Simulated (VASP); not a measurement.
LaP (lda): single point with LDA

The system is LaP (lda).

```
La P
1.0
     3.29916    0.00000    0.00000
     0.00000    3.29916    0.00000
     0.00000    0.00000    3.29916
La P
1 1
Cartesian
  0.0000 0.0000 0.0000
  1.6496 1.6496 1.6496
```

* Program: VASP 6.6.1
* Task: single point
* Functional: LDA
* Potentials or basis: VASP PAW LDA potentials, release 64 (La, P)
* Cutoff: 500 eV
* k mesh: 12 × 12 × 12
* Occupations: gaussian, width 0.1 eV
* Spin: no spin polarisation

- Pressure: 29.9 GPa
- Band gap on the k mesh: zero (band 8 reaches 12.59 eV, above the bottom of band 9 at 11.24 eV)

Levels at points of the mesh, in eV from the Fermi level:
```
           k point  band 4  band 5  band 6  band 7  band 8  band 9  band 10  band 11  band 12  band 13
(0.00, 0.00, 0.00)  -14.76  -10.77   -1.64   -1.64    0.72    0.72     0.72     3.16     3.16     3.16
(0.50, 0.00, 0.00)  -14.42   -7.68   -4.67   -1.19   -1.19    0.00     1.63     3.03     3.17     3.17
(0.50, 0.50, 0.00)  -14.14  -10.06   -1.46   -1.46    0.20    0.36     2.56     2.56     3.25     3.25
(0.50, 0.50, 0.50)  -16.23   -8.13   -5.34   -5.34   -5.34    3.35     3.35     3.35     3.82     3.82
```

It took 42 s on 1 thread of Intel Xeon 8259CL, on a shared host, peak memory 0.17 GiB.

Caveat: spin-orbit coupling is left out, which moves the levels of the heavy elements.
